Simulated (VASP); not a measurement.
# C (P6_3/mmc) in VASP: single point with LDA

Aim: the single point of C with LDA.

Everything below comes from runs of VASP 6.6.1. Logs are shortened: lines on timing, memory, paths and dates and some standing lists are left out, and cuts for length are marked.

## Step 1: The cell of the first run

The structure is hexagonal, space group P6_3/mmc (No. 194). Conventional cell: a = 2.490 Å, b = 2.490 Å, c = 8.214 Å, α = 90.00°, β = 90.00°, γ = 120.00°. Within 2.0 Å of C (site symmetry 3m) lie 4 C at 1.53 Å. Within 2.0 Å of C (site symmetry 3m) lie 4 C at 1.53 to 1.55 Å.

## Step 2: Single point, LDA

File INCAR:

```
SYSTEM = C
ALGO = Normal
EDIFF = 1E-6
ENCUT = 1300
GGA = CA
GGA_COMPAT = .False.
ISIF = 2
ISMEAR = 0
LASPH = .True.
LCHARG = .False.
LREAL = .False.
LWAVE = .False.
NBANDS = 26
NELM = 120
PREC = Accurate
SIGMA = 0.05
```

File KPOINTS:

```
k-points
0
Gamma
  12 12 4
  0 0 0
```

File POSCAR:

```
C
1.0
    2.4896249417      0.0000000000      0.0000000000
   -1.2448124708      2.1560784454      0.0000000000
    0.0000000000      0.0000000000      8.2142660865
C
8
Direct
    0.0000000000      0.0000000000      0.0929365318
    0.0000000000      0.0000000000      0.5929365318
    0.0000000000      0.0000000000      0.4070634682
    0.0000000000      0.0000000000      0.9070634682
    0.3333333333      0.6666666667      0.1555443640
    0.6666666667      0.3333333333      0.6555443640
    0.3333333333      0.6666666667      0.3444556360
    0.6666666667      0.3333333333      0.8444556360
```

Potentials or basis: VASP PAW LDA potentials, release 64 (C_h).

Command:

```bash
> cat potpaw_LDA.64/C_h/POTCAR > POTCAR
> mpirun -np 1 vasp_std > vasp.out
```

OUTCAR:

```text
SYSTEM = C
   EDIFF = 1E-6
   ENCUT = 1300
   GGA = CA
   ISIF = 2
   ISMEAR = 0
   LASPH = .True.
   LREAL = .False.
   NELM = 120
   PREC = Accurate

 ion  position               nearest neighbor table
   1  0.000  0.000  0.093-
   2  0.000  0.000  0.593-
   3  0.000  0.000  0.407-
   4  0.000  0.000  0.907-
   5  0.333  0.667  0.156-
   6  0.667  0.333  0.656-
   7  0.333  0.667  0.344-
   8  0.667  0.333  0.844-

  LATTYP: Found a hexagonal cell.
 ALAT       =     2.4896249417
 C/A-ratio  =     3.2993990175

  Lattice vectors:

 A1 = (   2.4896249417,   0.0000000000,   0.0000000000)
 A2 = (  -1.2448124708,   2.1560784454,   0.0000000000)
 A3 = (   0.0000000000,   0.0000000000,   8.2142660865)

Analysis of symmetry for initial positions (statically):
=====================================================================
 Subroutine PRICEL returns:
 Original cell was already a primitive cell.

 Routine SETGRP: Setting up the symmetry group for a
 hexagonal supercell.

 Subroutine GETGRP returns: Found 24 space group operations
 (whereof 12 operations were pure point group operations)
 out of a pool of 24 trial point group operations.

The static configuration has the point symmetry D_3d.
 The point group associated with its full space group is D_6h.

Analysis of symmetry for dynamics (positions and initial velocities):
=====================================================================
 Subroutine PRICEL returns:
 Original cell was already a primitive cell.

 Routine SETGRP: Setting up the symmetry group for a
 hexagonal supercell.

 Subroutine GETGRP returns: Found 24 space group operations
 (whereof 12 operations were pure point group operations)
 out of a pool of 24 trial point group operations.

The dynamic configuration has the point symmetry D_3d.
 The point group associated with its full space group is D_6h.

 Subroutine INISYM returns: Found 24 space group operations
 (whereof 12 operations are pure point group operations),
 and found     1 'primitive' translations

----------------------------------------------------------------------------------------

                                     Primitive cell

  volume of cell :      44.0928

  direct lattice vectors                    reciprocal lattice vectors
     2.489624942  0.000000000  0.000000000     0.401666927  0.231902508  0.000000000
    -1.244812471  2.156078445  0.000000000     0.000000000  0.463805017  0.000000000
     0.000000000  0.000000000  8.214266087     0.000000000  0.000000000  0.121739421

  length of vectors
     2.489624942  2.489624942  8.214266087     0.463805017  0.463805017  0.121739421

  position of ions in fractional coordinates (direct lattice)
     0.000000000  0.000000000  0.092936532
     0.000000000  0.000000000  0.592936532
     0.000000000  0.000000000  0.407063468
     0.000000000  0.000000000  0.907063468
     0.333333333  0.666666667  0.155544364
     0.666666667  0.333333333  0.655544364
     0.333333333  0.666666667  0.344455636
     0.666666667  0.333333333  0.844455636

  ion indices of the primitive-cell ions
   primitive index   ion index
                 1           1
                 2           2
                 3           3
                 4           4
                 5           5
                 6           6
                 7           7
                 8           8

----------------------------------------------------------------------------------------

 KPOINTS: k-points

Automatic generation of k-mesh.
 Grid dimensions read from file:
 generate k-points for:   12   12    4

 Generating k-lattice:

  Cartesian coordinates                     Fractional coordinates (reciprocal lattice)
     0.033472244  0.019325209  0.000000000     0.083333333 -0.000000000  0.000000000
     0.000000000  0.038650418  0.000000000     0.000000000  0.083333333  0.000000000
     0.000000000  0.000000000  0.030434855     0.000000000  0.000000000  0.250000000

  Length of vectors
     0.038650418  0.038650418  0.030434855

  Shift w.r.t. Gamma in fractional coordinates (k-lattice)
     0.000000000  0.000000000  0.000000000

 Subroutine IBZKPT returns following result:
 ===========================================

 Found     57 irreducible k-points:

 Following reciprocal coordinates:
            Coordinates               Weight
  0.000000  0.000000  0.000000      1.000000
  0.083333  0.000000  0.000000      6.000000
  0.166667  0.000000  0.000000      6.000000
  0.250000  0.000000  0.000000      6.000000
  0.333333  0.000000  0.000000      6.000000
  0.416667  0.000000  0.000000      6.000000
[... 16 lines left out ...]
  0.250000  0.000000  0.250000     12.000000
  0.333333  0.000000  0.250000     12.000000
 [... further k-points ...]
   k-points           NKPTS =     57   k-points in BZ     NKDIM =     57   number of bands    NBANDS=     26
   number of dos      NEDOS =    301   number of ions     NIONS =      8
   total plane-waves  NPLWV =  88200
   dimension x,y,z NGX =    30 NGY =   30 NGZ =   98
   dimension x,y,z NGXF=    60 NGYF=   60 NGZF=  196
   ions per type =               8
   NGX,Y,Z   is equivalent  to a cutoff of  20.03, 20.03, 19.83 a.u.
   NGXF,Y,Z  is equivalent  to a cutoff of  40.07, 40.07, 39.67 a.u.
 SYSTEM =  C
   PREC   = accura    normal or accurate (medium, high low for compatibility)
   ISTART =      0    job   : 0-new  1-cont  2-samecut
   ICHARG =      2    charge: 1-file 2-atom 10-const
   ISPIN  =      1    spin polarized calculation?
   LNONCOLLINEAR =      F non collinear calculations
   LSORBIT =      F    spin-orbit coupling
   LASPH  =      T    aspherical Exc in radial PAW
   ENCUT  = 1300.0 eV  95.55 Ry    9.77 a.u.   7.32  7.32 24.15*2*pi/ulx,y,z
   NELM   =    120;   NELMIN=  2; NELMDL= -5     # of ELM steps
   EDIFF  = 0.1E-05   stopping-criterion for ELM
   LREAL  =      F    real-space projection
   EDIFFG = 0.1E-04   stopping-criterion for IOM
   NSW    =      0    number of steps for IOM
   IBRION =     -1    ionic relax: 0-MD 1-quasi-New 2-CG
   NFREE  =      0    steps in history (QN), initial steepest desc. (CG)
   ISIF   =      2    stress and relaxation
   ISYM   =      2    0-nonsym 1-usesym 2-fastsym
   POTIM  = 0.5000    time-step for ionic-motion
   TEBEG  =    0.0;   TEEND  =   0.0 temperature during run
   PSTRESS=    0.0 pullay stress
   NELECT =      32.0000    total number of electrons
   NUPDOWN=      -1.0000    fix difference up-down
   EMIN   =  10.00;   EMAX   =-10.00  energy-range for DOS
   EFERMI =   0.00;   METHOD = LEGACY
   ISMEAR =     0;   SIGMA  =   0.05  broadening in eV -4-tet -1-fermi 0-gaus
   EFERMI_NEDOS =   21; number of points for ismear=-14 and -15
   IALGO  =     38    algorithm
   IMIX   =      4    mixing-type and parameters
     AMIX     =   0.40;   BMIX     =  1.00
     AMIX_MAG =   1.60;   BMIX_MAG =  1.00
  volume/ion in A,a.u.               =       5.51        37.19
  Fermi-wavevector in a.u.,A,eV,Ry     =   1.471191  2.780148 29.448492  2.164403
  Thomas-Fermi vector in A             =   2.586357
   LORBIT       =      0    0 simple, 1 ext, 2 COOP (PROOUT), +10 PAW based schemes
   GGA     = CA    functional components
   LHFCALC =     F    Hartree Fock is set to
   AEXX    =    0.0000 exact exchange contribution
   IVDW    =     0    specifies the selected vdW correction
   LEPSILON=     F    determine dielectric tensor
   LRPA    =     F    only Hartree local field effects (RPA)
 non-spin polarized calculation
 Gauss-broadening in eV      SIGMA  =   0.05
  energy-cutoff  :     1300.00
  volume of cell :       44.09
 maximum number of plane-waves:      4764
 NGX is ok and might be reduce to    30
   NGX = 15   NGY = 15   NGZ = 49

 number of electron      32.0000000 magnetization

 Free energy of the ion-electron system (eV)
  ---------------------------------------------------
  ext. energy  EPLUGINS =         0.00000000
  ---------------------------------------------------
  free energy    TOTEN  =       -80.99686379 eV

  energy without entropy =      -80.99686379  energy(sigma->0) =      -80.99686379

 E-fermi :  11.7329     XC(G=0): -13.7902

 val. band max:       11.4622555927   @ k =   0.0000   0.0000   0.0000
 cond. band min:      16.0492384042   @ k =   0.4167   0.0000   0.0000
 fundamental gap:      4.5869828115
 Fermi energy:        11.7329232815

 k-point     1 :       0.0000    0.0000    0.0000
  band No.  band energies     occupation
      1     -10.3961      2.00000
      2      -8.7235      2.00000
      3      -8.6168      2.00000
      4      -4.5022      2.00000
      5      -2.3771      2.00000
      6       4.5147      2.00000
[... 18 lines left out ...]
     25      20.0903      0.00000
     26      20.5249      0.00000

 k-point     2 :       0.0833    0.0000    0.0000
  band No.  band energies     occupation
      1     -10.2212      2.00000
      2      -8.5510      2.00000
      3      -8.4451      2.00000
      4      -4.3478      2.00000
      5      -2.2113      2.00000
      6       4.6049      2.00000
[... 18 lines left out ...]
     25      20.3662      0.00000
     26      21.0237      0.00000

 k-point     3 :       0.1667    0.0000    0.0000
  band No.  band energies     occupation
      1      -9.6980      2.00000
      2      -8.0355      2.00000
      3      -7.9321      2.00000
      4      -3.8863      2.00000
      5      -1.7243      2.00000
      6       4.8019      2.00000
[... 572 lines left out ...]
 k-point    23 :       0.2500    0.0000    0.2500
  band No.  band energies     occupation
      1      -8.7254      2.00000
      2      -7.8736      2.00000
      3      -6.2005      2.00000
      4      -3.8984      2.00000
      5      -0.0496      2.00000
      6       3.0493      2.00000
[... 18 lines left out ...]
     25      21.7985      0.00000
     26      23.2603      0.00000

 k-point    24 :       0.3333    0.0000    0.2500
  band No.  band energies     occupation
      1      -7.5328      2.00000
      2      -6.6940      2.00000
      3      -5.0561      2.00000
      4      -2.8295      2.00000
      5       0.2295      2.00000
      6       1.1671      2.00000
[... 18 lines left out ...]
     25      22.0765      0.00000
     26      23.8845      0.00000

 [... further k-points ...]

------------------------ aborting loop because EDIFF is reached ----------------------------------------

  FORCE on cell =-STRESS in cart. coord.  units (eV):
  Direction    XX          YY          ZZ          XY          YZ          ZX
  --------------------------------------------------------------------------------------
  -------------------------------------------------------------------------------------
  Total        0.2843538      0.2843538      0.2715485      0.0000000      0.0000000      0.0000000
  in kB       10.3324283     10.3324283      9.8671272      0.0000000      0.0000000      0.0000000
  external PRESSURE =      10.1773280 kB  Pullay stress =       0.0000000 kB

 VOLUME and BASIS-vectors are now :
 -----------------------------------------------------------------------------
  energy-cutoff  :     1300.00
  volume of cell :       44.09
      direct lattice vectors                 reciprocal lattice vectors
     2.489624942  0.000000000  0.000000000     0.401666927  0.231902508  0.000000000
    -1.244812471  2.156078445  0.000000000     0.000000000  0.463805017  0.000000000
     0.000000000  0.000000000  8.214266087     0.000000000  0.000000000  0.121739421

 POSITION                                       TOTAL-FORCE (eV/Angst)
 -----------------------------------------------------------------------------------
      0.00000      0.00000      0.76341        -0.000000      0.000000     -0.000299
      0.00000      0.00000      4.87054         0.000000     -0.000000     -0.000299
      0.00000      0.00000      3.34373        -0.000000      0.000000      0.000299
      0.00000      0.00000      7.45086         0.000000     -0.000000      0.000299
     -0.00000      1.43739      1.27768         0.000000     -0.000000      0.000561
      1.24481      0.71869      5.38482        -0.000000      0.000000      0.000561
     -0.00000      1.43739      2.82945        -0.000000     -0.000000     -0.000561
      1.24481      0.71869      6.93658        -0.000000      0.000000     -0.000561
 -----------------------------------------------------------------------------------
    total drift:                                0.000000     -0.000000      0.000000

  FREE ENERGIE OF THE ION-ELECTRON SYSTEM (eV)
  ---------------------------------------------------
  free  energy   TOTEN  =       -80.9968637862 eV

  energy  without entropy=      -80.9968637862  energy(sigma->0) =      -80.99686379
```

It took 2.1 min on 1 thread of Intel Xeon Platinum 8488C (Sapphire Rapids), shared host; peak memory 0.32 GiB.

What came out:

```
Free energy            : -80.9969 eV
Pressure               : 1.0 GPa
Band gap on the k mesh : 4.59 eV (least direct gap 5.32 eV)
```

Levels at points of the mesh, in eV from the valence-band top:
| k point | band 12 | band 13 | band 14 | band 15 | band 16 | band 17 | band 18 | band 19 | band 20 | band 21 |
| --- | --- | --- | --- | --- | --- | --- | --- | --- | --- | --- |
| (0.00, 0.00, 0.00) | -1.77 | -1.77 | -0.24 | 0.00 | 0.00 | 5.32 | 5.32 | 5.49 | 7.16 | 7.16 |
| (0.50, 0.00, 0.00) | -5.16 | -5.06 | -4.78 | -3.79 | -3.04 | 4.64 | 5.64 | 6.03 | 6.05 | 6.83 |
| (0.00, 0.00, 0.50) | -2.67 | -0.67 | -0.67 | -0.67 | -0.67 | 6.11 | 6.11 | 6.11 | 6.11 | 6.79 |
| (0.50, 0.00, 0.50) | -6.16 | -4.85 | -4.85 | -3.76 | -3.76 | 4.98 | 4.98 | 6.98 | 6.98 | 7.65 |

A k mesh can miss the band edges. Expect the measured gap to be larger: semilocal functionals such as LDA lack the derivative discontinuity.
